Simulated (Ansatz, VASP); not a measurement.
BeI in VASP and in Ansatz

```xyz
2
Lattice="0.0000 2.7798 2.7798 2.7798 0.0000 2.7798 2.7798 2.7798 0.0000" Properties=species:S:1:pos:R:3 pbc="T T T"
Be    2.7798    2.7798    2.7798
I     0.0000    0.0000    0.0000
```

Alike in both runs: task relaxation of cell and atoms; functional PBE; k mesh 18 × 18 × 18; occupations gaussian, width 0.1 eV; no spin polarisation.

|  | VASP | Ansatz |
| --- | --- | --- |
| version | VASP 6.6.1 | Ansatz 0.2.0 |
| potentials or method | VASP PAW PBE potentials, release 64 (Be, I), cutoff 600 eV | scalar-relativistic, plane waves, PAW |
| valence electrons in the cell | 9 | 19 |

VASP gave:

| Item | Value |
| --- | --- |
| gap on the k mesh at the Fermi level, each at its own relaxed structure (eV) | none |
| relaxed volume (Å³/atom) | 21.78 |
| relaxed cell length with the largest relative difference (Å) | 3.950 |

Question: Estimate Ansatz's values.

Answer: gap on the k mesh at the Fermi level, each at its own relaxed structure (eV): none; relaxed volume (Å³/atom): 21.81; relaxed cell length with the largest relative difference (Å): 3.951.

A gap of «none» marks a metal or a gap that the smearing closes. VASP's potentials hold 9 valence electrons a cell and Ansatz's 19, so a difference there can come from the potentials and not from the codes.

Spin-orbit coupling is off throughout.
